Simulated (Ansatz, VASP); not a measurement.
Pd in VASP and in Ansatz

POSCAR

```
Pd
1.0
    2.8638065136      0.0000000000      0.0000000000
   -1.4319032568      2.4801291923      0.0000000000
    0.0000000000      0.0000000000      9.4598775120
Pd
4
Direct
    0.0000000000      0.0000000000      1.0000000000
    0.0000000000      0.0000000000      0.5000000000
    0.3333333333      0.6666666667      0.2500000000
    0.6666666667      0.3333333333      0.7500000000
```

The input INCAR.step1:

```
SYSTEM = Pd
  PREC = Accurate
  ENCUT = 520
  ISMEAR = -1
  SIGMA = 0.05
  LREAL = .False.
  LASPH = .True.
  NELM = 150
  ISPIN = 2
  MAGMOM = 0.438 0.438 0.453 0.453
  LMAXMIX = 4
  NBANDS = 32
  GGA = PE
  ALGO = Normal
  EDIFF = 1E-4
  LWAVE = .True.
  LCHARG = .False.
```

Contents of INCAR.step2:

```
SYSTEM = Pd
  PREC = Accurate
  ENCUT = 520
  EDIFF = 1E-7
  ISMEAR = -1
  SIGMA = 0.05
  LREAL = .False.
  LASPH = .True.
  NELM = 150
  ALGO = Normal
  ISIF = 2
  LWAVE = .False.
  LCHARG = .False.
  ISPIN = 2
  MAGMOM = 0.438 0.438 0.453 0.453
  LORBIT = 11
  LMAXMIX = 4
  METAGGA = R2SCAN
  LMIXTAU = .True.
  NBANDS = 32
  ISTART = 1
```

KPOINTS

```
regular mesh
0
Gamma
  15 15 4
  0 0 0
```

Input for Ansatz:

```yaml
crystal:
  lattice:
    - [2.8638065136, 0.0, 0.0]
    - [-1.4319032568, 2.4801291923, 0.0]
    - [0.0, 0.0, 9.459877512]
  atoms:
    - { symbol: Pd, position: [0.0, 0.0, 1.0], spin: 0.438 }
    - { symbol: Pd, position: [0.0, 0.0, 0.5], spin: 0.438 }
    - { symbol: Pd, position: [0.3333333333, 0.6666666667, 0.25], spin: 0.453 }
    - { symbol: Pd, position: [0.6666666667, 0.3333333333, 0.75], spin: 0.453 }
hamiltonian:
  xc: r2scan
  pseudopotentials:
    kind: paw
    azcp:
      Pd: "pseudopotentials/Pd.paw.azcp"
basis:
  ecutwfc: 500
  fft_grid_basis: typed
kpoints:
  mp_grid: { grid: [15, 15, 4], shift: [0, 0, 0] }
magnetization:
  spin_polarized: true
scf:
  occupations: { method: fermi_dirac, width: 0.05 }
  lower_state_search: "off"
output:
  stress: true
```

Alike in both runs: task single point; functional r2SCAN; k mesh 15 × 15 × 4; occupations fermi-dirac, width 0.05 eV; collinear spin.

|  | VASP | Ansatz |
| --- | --- | --- |
| version | VASP 6.6.1 | Ansatz 0.2.0 |
| potentials or method | VASP PAW PBE potentials, release 64 (Pd), cutoff 520 eV | plane waves (500 eV) with PAW, scalar-relativistic |
| valence electrons in the cell | 40 | 72 |

|  | VASP | Ansatz | Ansatz less VASP |
| --- | --- | --- | --- |
| pressure (GPa) | -14.8 | -15.1 | -0.23 |
| traceless stress, the component that is largest in VASP (GPa) | 0.05 | 0.07 | +0.018 |
| net moment per atom (μB) | 0.41 | 0.41 | -0.002 |
| size of the moment on the site where the two differ most (μB) | 0.43 | 0.44 | +0.011 |

VASP's potentials were made for PBE, not for r2SCAN. Site moments also hang on the region over which each program counts them. VASP's potentials hold 40 valence electrons a cell and Ansatz's 72, so a difference there can come from the potentials and not from the codes. Ansatz's warnings: stability check not made.
